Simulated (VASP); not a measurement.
Input of a VASP 6.6.1 run:

INCAR

```
PREC = Accurate ; ENCUT = 520
EDIFF = 1E-7 ; ISMEAR = -1
SIGMA = 0.05 ; LREAL = F
LASPH = T ; NELM = 60
ALGO = Normal ; ISIF = 2
LWAVE = F ; LCHARG = F
GGA = PE ; NBANDS = 15
```

The input KPOINTS:

```
Automatic mesh
0
Gamma
  13 13 11
```

POSCAR

```
HfB2
1.0
    3.1400001005      0.0000000000      0.0000000000
   -1.5700000503      2.7193198549      0.0000000000
    0.0000000000      0.0000000000      3.4452000000
Hf B
1 2
Direct
    0.0000000000      0.0000000000      0.0000000000
    0.3333333333      0.6666666667      0.5000000000
    0.6666666667      0.3333333333      0.5000000000
```

Potentials or basis: VASP PAW PBE potentials, release 64 (Hf_pv, B).

Run with:

```console
$ cat potpaw_PBE.64/Hf_pv/POTCAR potpaw_PBE.64/B/POTCAR > POTCAR
$ mpirun -np 1 vasp_std > vasp.out
```

(1) Estimate the pressure.

(2) What does it give for the band gap on the k mesh?

## Answers

(1) 3.4 GPa.

(2) zero (band 8 reaches 8.30 eV, above the bottom of band 9 at 7.37 eV).

Caveat: the cell differs from its parent crystal (zz strain of -1 %); spin-orbit coupling is left out, which moves the levels of the heavy elements.
